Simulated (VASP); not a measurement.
Runs of VASP 6.6.1 on SnO2. Symmetry: R-3m, No. 166, trigonal system. The conventional cell has a = 3.234 Å, b = 3.234 Å, c = 14.402 Å, α = 90.00°, β = 90.00°, γ = 120.00°. Sn (site symmetry -3m) has 6 O at 2.13 Å within 2.8 Å. O (site symmetry 3m) has 3 Sn at 2.13 Å and 3 O at 2.76 Å within 2.8 Å. 

| k mesh | gap on the mesh (eV) | pressure (GPa) | largest force (eV/Å) |
| --- | --- | --- | --- |
| 3 × 3 × 3 | 1.94 | 0.2 | 0.13 |
| 4 × 4 × 4 | (a) | 0.0 | 0.09 |
| 7 × 7 × 7 | 1.92 | 0.0 | 0.08 |
| 5 × 5 × 5 | (b) | 0.0 | 0.08 |

Alike in all rows: task single point; level PBE; potentials or basis VASP PAW PBE potentials, release 64 (Sn_d, O); no spin polarisation; cell as given; cutoff (eV) 520; smearing gaussian 0.01 eV.

Estimate the missing entries.

(a) 1.93; (b) 1.91.

Caveats: some runs use coarse meshes; spin-orbit coupling is left out, which moves the levels of the heavy elements.

A k mesh can miss the band edges, and the runs leave out spin-orbit coupling on Sn.
